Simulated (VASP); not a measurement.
Runs of VASP 6.6.1 on BaRe. The structure is that of space group Pm-3m (No. 221), or close to it. The cells are those of the table. 

```tsv
potentials or basis	cell	cutoff (eV)	second run	gap on the mesh (eV)	pressure (GPa)
VASP PAW PBE potentials, release 64 (Ba_sv, Re)	a = 3.988 Å, 2 atoms	520	-	none	(a)
VASP PAW PBE potentials, release 64 (Ba_sv, Re)	a = 3.591 Å, 2 atoms	520	-	none	(b)
VASP PAW PBE potentials, release 64 (Ba_sv, Re)	a = 3.770 Å, 2 atoms	520	-	none	-4.1
VASP PAW PBE potentials, release 64 (Ba_sv, Re_sv_GW)	a = 3.663 Å, 2 atoms	500	valence_matched	none	-0.6
VASP PAW PBE potentials, release 64 (Ba_sv, Re)	a = 3.640 Å, 2 atoms	520	-	none	1.2
```

Alike in all rows: task single point; level PBEsol; no spin polarisation; k mesh 8 × 8 × 8; smearing gaussian 0.05 eV.

**Question.** Fill in the values left out.

**Answer.** (a) -8.5; (b) 4.2.

Caveats: the PAW data sets were made with another functional, which shifts forces and pressure a little; spin-orbit coupling is left out, which moves the levels of the heavy elements.

A k mesh can miss the band edges, and the runs leave out spin-orbit coupling on Ba, Re.

A gap of «none» marks levels without a gap at the run's occupations.

The runs don't all hold the same shells in valence.
